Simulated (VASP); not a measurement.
A run of VASP 6.6.1 is set up as follows.

The input INCAR:

```
PREC     = Accurate       # precision mode
ENCUT    = 500            # plane-wave cutoff, eV
EDIFF    = 1E-6           # SCF threshold, eV
ISMEAR   = -1             # smearing method
SIGMA    = 0.08           # smearing width, eV
LREAL    = False          # projectors in reciprocal space
LASPH    = True           # aspherical terms in the spheres
NELM     = 120            # most SCF steps
ALGO     = Normal         # electronic algorithm
ISIF     = 2              # what is computed and relaxed
LWAVE    = False          # write WAVECAR
LCHARG   = True           # write CHGCAR
GGA      = PS             # functional
LELF     = True           # ELF
LVHAR    = True         
NBANDS   = 11             # bands
GGA_COMPAT= False
```

File KPOINTS:

```
Automatic mesh
0
Gamma
  19 19 19
```

File POSCAR:

```
Pd
1.0
   -1.4416452672      1.4416452672      1.4416452672
    1.4416452672     -1.4416452672      1.4416452672
    1.4416452672      1.4416452672     -1.4416452672
Pd
1
Direct
    0.0000000000      0.0000000000      0.0000000000
```

Potentials or basis: VASP PAW PBE potentials, release 64 (Pd).

Run with:

```sh
$ cat potpaw_PBE.64/Pd/POTCAR > POTCAR
$ mpirun -np 1 vasp_std > vasp.out
```

What does it give for the pressure?

68.5 GPa.

Predict the band gap on the k mesh.

zero (band 5 reaches 14.43 eV, above the bottom of band 6 at 12.07 eV).

Caveat: the PAW data sets were made with another functional, which shifts forces and pressure a little.
